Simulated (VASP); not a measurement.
# SrO (Fm-3m) in VASP: settings compared

The runs below take SrO through single point, with LDA, RPBE.

All numbers are computed with VASP 6.6.1; they aren't measurements. Logs are shortened: lines on timing, memory, paths and dates and some standing lists are left out, and cuts for length are marked.

### 1 The cell of the first run

The structure is cubic, space group Fm-3m (No. 225). Conventional cell: a = 5.167 Å, b = 5.167 Å, c = 5.167 Å, α = 90.00°, β = 90.00°, γ = 90.00°. Within 3.4 Å of Sr (site symmetry m-3m) lie 6 O at 2.58 Å. Within 3.4 Å of O (site symmetry m-3m) lie 6 Sr at 2.58 Å.

### 2 Single point, LDA

Input file INCAR:

```
SYSTEM = SrO
ALGO = Normal
EDIFF = 1E-7
ENCUT = 520
GGA = CA
ISIF = 2
ISMEAR = -1
LASPH = .TRUE.
LCHARG = .FALSE.
LREAL = .FALSE.
LWAVE = .FALSE.
NBANDS = 15
NELM = 60
PREC = Accurate
SIGMA = 0.05
```

Input file KPOINTS:

```
k-points
0
G
  9 9 9
  0 0 0
```

Input file POSCAR:

```
SrO
1.0
    0.0000000000      2.5832958595      2.5832958595
    2.5832958595      0.0000000000      2.5832958595
    2.5832958595      2.5832958595      0.0000000000
Sr O
1 1
Direct
    0.5000000000      0.5000000000      0.5000000000
    0.0000000000      0.0000000000      0.0000000000
```

Potentials or basis: VASP PAW LDA potentials, release 64 (Sr_sv, O).

On the command line:

```
cat potpaw_LDA.64/Sr_sv/POTCAR potpaw_LDA.64/O/POTCAR > POTCAR
mpirun -np 1 vasp_std > vasp.out
```

OUTCAR:

```text
SYSTEM = SrO
   EDIFF = 1E-7
   ENCUT = 520
   GGA = CA
   ISIF = 2
   ISMEAR = -1
   LASPH = .TRUE.
   LREAL = .FALSE.
   NELM = 60
   PREC = Accurate

 ion  position               nearest neighbor table
   1  0.500  0.500  0.500-   2 2.58   2 2.58   2 2.58   2 2.58   2 2.58   2 2.58
   2  0.000  0.000  0.000-   1 2.58   1 2.58   1 2.58   1 2.58   1 2.58   1 2.58

  LATTYP: Found a face centered cubic cell.
 ALAT       =     5.1665917190

  Lattice vectors:

 A1 = (   0.0000000000,   2.5832958595,   2.5832958595)
 A2 = (   2.5832958595,   0.0000000000,   2.5832958595)
 A3 = (   2.5832958595,   2.5832958595,   0.0000000000)

Analysis of symmetry for initial positions (statically):
=====================================================================
 Subroutine PRICEL returns:
 Original cell was already a primitive cell.

 Routine SETGRP: Setting up the symmetry group for a
 face centered cubic supercell.

 Subroutine GETGRP returns: Found 48 space group operations
[... 9 lines left out ...]

 Routine SETGRP: Setting up the symmetry group for a
 face centered cubic supercell.

 Subroutine GETGRP returns: Found 48 space group operations
[... 11 lines left out ...]
                                     Primitive cell

  volume of cell :      34.4788

  direct lattice vectors                    reciprocal lattice vectors
     0.000000000  2.583295860  2.583295860    -0.193551195  0.193551195  0.193551195
     2.583295860  0.000000000  2.583295860     0.193551195 -0.193551195  0.193551195
     2.583295860  2.583295860  0.000000000     0.193551195  0.193551195 -0.193551195

  length of vectors
     3.653332040  3.653332040  3.653332040     0.335240503  0.335240503  0.335240503

  position of ions in fractional coordinates (direct lattice)
     0.500000000  0.500000000  0.500000000
     0.000000000  0.000000000  0.000000000

  ion indices of the primitive-cell ions
   primitive index   ion index
                 1           1
                 2           2

----------------------------------------------------------------------------------------

 KPOINTS: k-points

Automatic generation of k-mesh.
 Grid dimensions read from file:
 generate k-points for:    9    9    9

 Generating k-lattice:

  Cartesian coordinates                     Fractional coordinates (reciprocal lattice)
    -0.021505688  0.021505688  0.021505688     0.111111111  0.000000000  0.000000000
     0.021505688 -0.021505688  0.021505688     0.000000000  0.111111111  0.000000000
     0.021505688  0.021505688 -0.021505688     0.000000000  0.000000000  0.111111111
[... 59 lines left out ...]
   EDIFFG = 0.1E-05   stopping-criterion for IOM
   NSW    =      0    number of steps for IOM
   IBRION =     -1    ionic relax: 0-MD 1-quasi-New 2-CG
   NFREE  =      0    steps in history (QN), initial steepest desc. (CG)
   ISIF   =      2    stress and relaxation
   ISYM   =      2    0-nonsym 1-usesym 2-fastsym
   POTIM  = 0.5000    time-step for ionic-motion
   TEBEG  =    0.0;   TEEND  =   0.0 temperature during run
   PSTRESS=    0.0 pullay stress
   NELECT =      16.0000    total number of electrons
   NUPDOWN=      -1.0000    fix difference up-down
   EMIN   =  10.00;   EMAX   =-10.00  energy-range for DOS
   EFERMI =   0.00;   METHOD = LEGACY
   ISMEAR =    -1;   SIGMA  =   0.05  broadening in eV -4-tet -1-fermi 0-gaus
   EFERMI_NEDOS =   21; number of points for ismear=-14 and -15
   IALGO  =     38    algorithm
   IMIX   =      4    mixing-type and parameters
     AMIX     =   0.40;   BMIX     =  1.00
     AMIX_MAG =   1.60;   BMIX_MAG =  1.00
  volume/ion in A,a.u.               =      17.24       116.34
  Fermi-wavevector in a.u.,A,eV,Ry     =   1.267450  2.395132 21.856784  1.606428
  Thomas-Fermi vector in A             =   2.400597
   LORBIT       =      0    0 simple, 1 ext, 2 COOP (PROOUT), +10 PAW based schemes
   GGA     = CA    functional components
   LHFCALC =     F    Hartree Fock is set to
   AEXX    =    0.0000 exact exchange contribution
   IVDW    =     0    specifies the selected vdW correction
   LEPSILON=     F    determine dielectric tensor
   LRPA    =     F    only Hartree local field effects (RPA)
 non-spin polarized calculation
  energy-cutoff  :      520.00
  volume of cell :       34.48
 maximum number of plane-waves:       944
   NGX = 13   NGY = 13   NGZ = 13

 number of electron      15.9999998 magnetization

 Free energy of the ion-electron system (eV)
  ---------------------------------------------------
  ext. energy  EPLUGINS =         0.00000000
  ---------------------------------------------------
  free energy    TOTEN  =       -13.36118958 eV

  energy without entropy =      -13.36118958  energy(sigma->0) =      -13.36118958

 E-fermi :   2.3756     XC(G=0): -10.4603

 val. band max:        1.2741262680   @ k =   0.0000   0.0000   0.0000
 cond. band min:       4.4418049136   @ k =   0.4444   0.4444   0.0000
 fundamental gap:      3.1676786455
 Fermi energy:         2.3756142475

 k-point     1 :       0.0000    0.0000    0.0000
  band No.  band energies     occupation
      1     -30.8589      2.00000
      2     -13.4676      2.00000
      3     -12.6003      2.00000
      4     -12.6003      2.00000
      5     -12.6003      2.00000
      6       1.2741      2.00000
      7       1.2741      2.00000
      8       1.2741      2.00000
      9       4.9747      0.00000
     10       7.3479      0.00000
     11       7.3479      0.00000
     12       7.3479      0.00000
     13       9.5390      0.00000
     14       9.5390      0.00000
[... 401 lines left out ...]
      2     -13.8372      2.00000
      3     -13.1011      2.00000
      4     -12.9568      2.00000
      5     -12.9568      2.00000
      6       0.7139      2.00000
      7       1.1727      2.00000
      8       1.1727      2.00000
      9       4.4418      0.00000
     10       8.7815      0.00000
     11      11.2918      0.00000
     12      11.3433      0.00000
     13      12.1153      0.00000
     14      12.1153      0.00000
     15      14.9952      0.00000

 [... further k-points ...]
[... 5 lines left out ...]
  --------------------------------------------------------------------------------------
  -------------------------------------------------------------------------------------
  Total       -1.0393940     -1.0393940     -1.0393940      0.0000000      0.0000000      0.0000000
  in kB      -48.2990251    -48.2990251    -48.2990251      0.0000000      0.0000000      0.0000000
  external PRESSURE =     -48.2990251 kB  Pullay stress =       0.0000000 kB

 VOLUME and BASIS-vectors are now :
 -----------------------------------------------------------------------------
  energy-cutoff  :      520.00
  volume of cell :       34.48
      direct lattice vectors                 reciprocal lattice vectors
     0.000000000  2.583295860  2.583295860    -0.193551195  0.193551195  0.193551195
     2.583295860  0.000000000  2.583295860     0.193551195 -0.193551195  0.193551195
     2.583295860  2.583295860  0.000000000     0.193551195  0.193551195 -0.193551195

 POSITION                                       TOTAL-FORCE (eV/Angst)
 -----------------------------------------------------------------------------------
      2.58330      2.58330      2.58330         0.000000      0.000000     -0.000000
      0.00000      0.00000      0.00000        -0.000000     -0.000000      0.000000
 -----------------------------------------------------------------------------------
    total drift:                                0.000000      0.000000      0.000000

  FREE ENERGIE OF THE ION-ELECTRON SYSTEM (eV)
  ---------------------------------------------------
  free  energy   TOTEN  =       -13.3611895818 eV

  energy  without entropy=      -13.3611895818  energy(sigma->0) =      -13.36118958
```

OSZICAR:

```text
N       E                     dE             d eps       ncg     rms          rms(c)
DAV:   1     0.624438208698E+02    0.62444E+02   -0.78067E+03  1050   0.101E+03
DAV:   2    -0.119171540786E+02   -0.74361E+02   -0.68013E+02  1424   0.221E+02
DAV:   3    -0.154825664644E+02   -0.35654E+01   -0.35480E+01  1518   0.410E+01
DAV:   4    -0.155405651591E+02   -0.57999E-01   -0.57973E-01  1328   0.404E+00
DAV:   5    -0.155409495263E+02   -0.38437E-03   -0.38437E-03  1341   0.278E-01    0.167E+01
DAV:   6    -0.136021898715E+02    0.19388E+01   -0.64631E+00  1085   0.192E+01    0.203E+01
DAV:   7    -0.134104973476E+02    0.19169E+00   -0.35879E-01  1232   0.519E+00    0.111E+01
DAV:   8    -0.133602545283E+02    0.50243E-01   -0.13304E-01  1407   0.335E+00    0.123E+00
DAV:   9    -0.133613153816E+02   -0.10609E-02   -0.69270E-03  1510   0.489E-01    0.318E-01
DAV:  10    -0.133611811351E+02    0.13425E-03   -0.14951E-04  1148   0.133E-01    0.184E-01
DAV:  11    -0.133611872547E+02   -0.61196E-05   -0.90295E-05  1267   0.967E-02    0.213E-02
DAV:  12    -0.133611895554E+02   -0.23007E-05   -0.74969E-06  1250   0.198E-02    0.430E-03
DAV:  13    -0.133611895818E+02   -0.26420E-07   -0.40486E-07  1239   0.560E-03
   1 F= -.13361190E+02 E0= -.13361190E+02  d E =-.114449E-10
```

It took 34 s on 1 thread of AMD EPYC 7R43 (Zen 3), shared host; peak memory 0.11 GiB.

What came out:

- Free energy: -13.3612 eV
- Pressure: -4.8 GPa
- Band gap on the k mesh: 3.17 eV, indirect (least direct gap 3.27 eV)

Levels at points of the mesh, in eV from the valence-band top:
| k point | band 5 | band 6 | band 7 | band 8 | band 9 | band 10 | band 11 | band 12 |
| --- | --- | --- | --- | --- | --- | --- | --- | --- |
| (0.00, 0.00, 0.00) | -13.87 | 0.00 | 0.00 | 0.00 | 3.70 | 6.07 | 6.07 | 6.07 |

### 3 Single point, RPBE

This run uses another cell than the first one, of 17.58 Å³/atom, 1.020 times its volume.

Input file INCAR:

```
SYSTEM = SrO
PREC = Accurate ; ENCUT = 520
EDIFF = 1E-6 ; ISMEAR = -1
SIGMA = 0.05 ; LREAL = .FALSE.
LASPH = .TRUE. ; NELM = 100
ALGO = Normal ; ISIF = 2
LWAVE = .FALSE. ; LCHARG = .FALSE.
GGA = RP ; NBANDS = 15
```

Input file KPOINTS:

```
Automatic mesh
0
G
  9 9 9
  0 0 0
```

Input file POSCAR:

```
SrO
1.0
    0.0000000000      2.6000709780      2.6000709780
    2.6000709780      0.0000000000      2.6000709780
    2.6000709780      2.6000709780      0.0000000000
Sr O
1 1
Direct
    0.5000000000      0.5000000000      0.5000000000
    0.0000000000      0.0000000000      0.0000000000
```

Potentials or basis: VASP PAW PBE potentials, release 64 (Sr_sv, O).

On the command line:

```
cat potpaw_PBE.64/Sr_sv/POTCAR potpaw_PBE.64/O/POTCAR > POTCAR
mpirun -np 1 vasp_std > vasp.out
```

OUTCAR:

```text
SYSTEM = SrO
   PREC = Accurate
   ENCUT = 520
   EDIFF = 1E-6
   ISMEAR = -1
   LREAL = .FALSE.
   LASPH = .TRUE.
   NELM = 100
   ISIF = 2
   GGA = RP

 ion  position               nearest neighbor table
   1  0.500  0.500  0.500-   2 2.60   2 2.60   2 2.60   2 2.60   2 2.60   2 2.60
   2  0.000  0.000  0.000-   1 2.60   1 2.60   1 2.60   1 2.60   1 2.60   1 2.60

  LATTYP: Found a face centered cubic cell.
 ALAT       =     5.2001419560

  Lattice vectors:

 A1 = (   0.0000000000,   2.6000709780,   2.6000709780)
 A2 = (   2.6000709780,   0.0000000000,   2.6000709780)
 A3 = (   2.6000709780,   2.6000709780,   0.0000000000)

Analysis of symmetry for initial positions (statically):
=====================================================================
 Subroutine PRICEL returns:
 Original cell was already a primitive cell.

 Routine SETGRP: Setting up the symmetry group for a
 face centered cubic supercell.

 Subroutine GETGRP returns: Found 48 space group operations
[... 9 lines left out ...]

 Routine SETGRP: Setting up the symmetry group for a
 face centered cubic supercell.

 Subroutine GETGRP returns: Found 48 space group operations
[... 11 lines left out ...]
                                     Primitive cell

  volume of cell :      35.1549

  direct lattice vectors                    reciprocal lattice vectors
     0.000000000  2.600070978  2.600070978    -0.192302443  0.192302443  0.192302443
     2.600070978  0.000000000  2.600070978     0.192302443 -0.192302443  0.192302443
     2.600070978  2.600070978  0.000000000     0.192302443  0.192302443 -0.192302443

  length of vectors
     3.677055640  3.677055640  3.677055640     0.333077601  0.333077601  0.333077601

  position of ions in fractional coordinates (direct lattice)
     0.500000000  0.500000000  0.500000000
     0.000000000  0.000000000  0.000000000

  ion indices of the primitive-cell ions
   primitive index   ion index
                 1           1
                 2           2

[... 91 lines left out ...]
     AMIX_MAG =   1.60;   BMIX_MAG =  1.00
  volume/ion in A,a.u.               =      17.58       118.62
  Fermi-wavevector in a.u.,A,eV,Ry     =   1.259272  2.379679 21.575663  1.585767
  Thomas-Fermi vector in A             =   2.392840
   LORBIT       =      0    0 simple, 1 ext, 2 COOP (PROOUT), +10 PAW based schemes
   GGA     = RP    functional components
   LHFCALC =     F    Hartree Fock is set to
   AEXX    =    0.0000 exact exchange contribution
   IVDW    =     0    specifies the selected vdW correction
   LEPSILON=     F    determine dielectric tensor
   LRPA    =     F    only Hartree local field effects (RPA)
 non-spin polarized calculation
  energy-cutoff  :      520.00
  volume of cell :       35.15
 maximum number of plane-waves:       958
   NGX = 13   NGY = 13   NGZ = 13

 number of electron      16.0000000 magnetization

 Free energy of the ion-electron system (eV)
  ---------------------------------------------------
  ext. energy  EPLUGINS =         0.00000000
  ---------------------------------------------------
  free energy    TOTEN  =       -11.37437317 eV

  energy without entropy =      -11.37437317  energy(sigma->0) =      -11.37437317

 E-fermi :   2.8241     XC(G=0):  -9.6120

 val. band max:        1.6901580865   @ k =   0.0000   0.0000   0.0000
 cond. band min:       5.1418132046   @ k =   0.4444   0.4444   0.0000
 fundamental gap:      3.4516551182
 Fermi energy:         2.8240942942

 k-point     1 :       0.0000    0.0000    0.0000
  band No.  band energies     occupation
      1     -30.9217      2.00000
      2     -13.4522      2.00000
      3     -12.6018      2.00000
      4     -12.6018      2.00000
      5     -12.6018      2.00000
      6       1.6902      2.00000
      7       1.6902      2.00000
      8       1.6902      2.00000
      9       5.6141      0.00000
     10       7.8855      0.00000
     11       7.8855      0.00000
     12       7.8855      0.00000
     13       9.9210      0.00000
     14       9.9210      0.00000
[... 401 lines left out ...]
      2     -13.7419      2.00000
      3     -13.0646      2.00000
      4     -12.9117      2.00000
      5     -12.9117      2.00000
      6       1.1095      2.00000
      7       1.5745      2.00000
      8       1.5745      2.00000
      9       5.1418      0.00000
     10       9.1831      0.00000
     11      11.5392      0.00000
     12      11.9161      0.00000
     13      12.3091      0.00000
     14      12.3091      0.00000
     15      15.4478      0.00000

 [... further k-points ...]
[... 5 lines left out ...]
  --------------------------------------------------------------------------------------
  -------------------------------------------------------------------------------------
  Total        0.6963533      0.6963533      0.6963533      0.0000000      0.0000000      0.0000000
  in kB       31.7361781     31.7361781     31.7361781      0.0000000      0.0000000      0.0000000
  external PRESSURE =      31.7361781 kB  Pullay stress =       0.0000000 kB

 VOLUME and BASIS-vectors are now :
 -----------------------------------------------------------------------------
  energy-cutoff  :      520.00
  volume of cell :       35.15
      direct lattice vectors                 reciprocal lattice vectors
     0.000000000  2.600070978  2.600070978    -0.192302443  0.192302443  0.192302443
     2.600070978  0.000000000  2.600070978     0.192302443 -0.192302443  0.192302443
     2.600070978  2.600070978  0.000000000     0.192302443  0.192302443 -0.192302443

 POSITION                                       TOTAL-FORCE (eV/Angst)
 -----------------------------------------------------------------------------------
      2.60007      2.60007      2.60007         0.000000      0.000000      0.000000
      0.00000      0.00000      0.00000         0.000000     -0.000000     -0.000000
 -----------------------------------------------------------------------------------
    total drift:                                0.000000      0.000000      0.000000

  FREE ENERGIE OF THE ION-ELECTRON SYSTEM (eV)
  ---------------------------------------------------
  free  energy   TOTEN  =       -11.3743731730 eV

  energy  without entropy=      -11.3743731730  energy(sigma->0) =      -11.37437317
```

stdout:

```text
POSCAR found type information on POSCAR SrO
 POSCAR found :  2 types and       2 ions
 scaLAPACK will be used
 -----------------------------------------------------------------------------
|                                                                             |
|                                                                             |
|     You enforced a specific xc type in the INCAR file but a different       |
|     I HOPE YOU KNOW WHAT YOU ARE DOING!                                     |
|                                                                             |
 -----------------------------------------------------------------------------

 LDA part: xc-table for (Slater+PW92), standard interpolation
 POSCAR, INCAR and KPOINTS ok, starting setup
 FFT: planning ... GRIDC
 FFT: planning ... GRID_SOFT
 FFT: planning ... GRID
 WAVECAR not read
 entering main loop
```

It took 38 s on 1 thread of AMD EPYC 7R43 (Zen 3), shared host; peak memory 0.13 GiB.

Results:

* Free energy: -11.3744 eV
* Pressure: 3.2 GPa
* Band gap on the k mesh: 3.45 eV, indirect (least direct gap 3.57 eV)

Caveat: the PAW data sets were made with another functional, which shifts forces and pressure a little. A k mesh can miss the band edges.

### 4 Single point, RPBE

This run uses another cell than the first one, of 17.92 Å³/atom, 1.039 times its volume.

Input file INCAR:

```
ALGO = Normal ; EDIFF = 1E-6
ENCUT = 520 ; GGA = RP
ISIF = 2 ; ISMEAR = -1
LASPH = T ; LCHARG = F
LREAL = F ; LWAVE = F
NBANDS = 15 ; NELM = 60
PREC = Accurate ; SIGMA = 0.05
```

Input file KPOINTS:

```
k-points
0
Gamma
  9 9 9
```

Input file POSCAR:

```
SrO
1.0
    0.0000000000      2.6166323862      2.6166323862
    2.6166323862      0.0000000000      2.6166323862
    2.6166323862      2.6166323862      0.0000000000
Sr O
1 1
Direct
    0.5000000000      0.5000000000      0.5000000000
    0.0000000000      0.0000000000      0.0000000000
```

On the command line:

```
cat potpaw_PBE.64/Sr_sv/POTCAR potpaw_PBE.64/O/POTCAR > POTCAR
mpirun -np 1 vasp_std > vasp.out
```

It took 25 s on 1 thread of AMD EPYC 7R43 (Zen 3), shared host; peak memory 0.13 GiB.

Results (log left out):

| Property | Result |
| --- | --- |
| Free energy | -11.3847 eV |
| Pressure | 1.5 GPa |
| Band gap on the k mesh | 3.46 eV, indirect (least direct gap 3.58 eV) |

Levels at points of the mesh, in eV from the valence-band top:
| k point | band 5 | band 6 | band 7 | band 8 | band 9 | band 10 | band 11 | band 12 |
| --- | --- | --- | --- | --- | --- | --- | --- | --- |
| (0.00, 0.00, 0.00) | -14.38 | 0.00 | 0.00 | 0.00 | 3.79 | 6.15 | 6.15 | 6.15 |

Caveat: the PAW data sets were made with another functional, which shifts forces and pressure a little.

### 5 Overview

```tsv
level	potentials or basis	cell	gap on the mesh (eV)	pressure (GPa)
LDA	VASP PAW LDA potentials, release 64 (Sr_sv, O)	a = 3.653 Å, angles 60.0°, 2 atoms	3.17	-4.8
RPBE	VASP PAW PBE potentials, release 64 (Sr_sv, O)	a = 3.677 Å, angles 60.0°, 2 atoms	3.45	3.2
RPBE	VASP PAW PBE potentials, release 64 (Sr_sv, O)	a = 3.700 Å, angles 60.0°, 2 atoms	3.46	1.5
```

Alike in all rows: task single point; no spin polarisation; k mesh 9 × 9 × 9; cutoff (eV) 520; smearing fermi-dirac 0.05 eV.

Caveats: the PAW data sets were made with another functional, which shifts forces and pressure a little (some runs).

Total energies depend on the potentials used, so only differences within one code and one set of settings carry meaning.
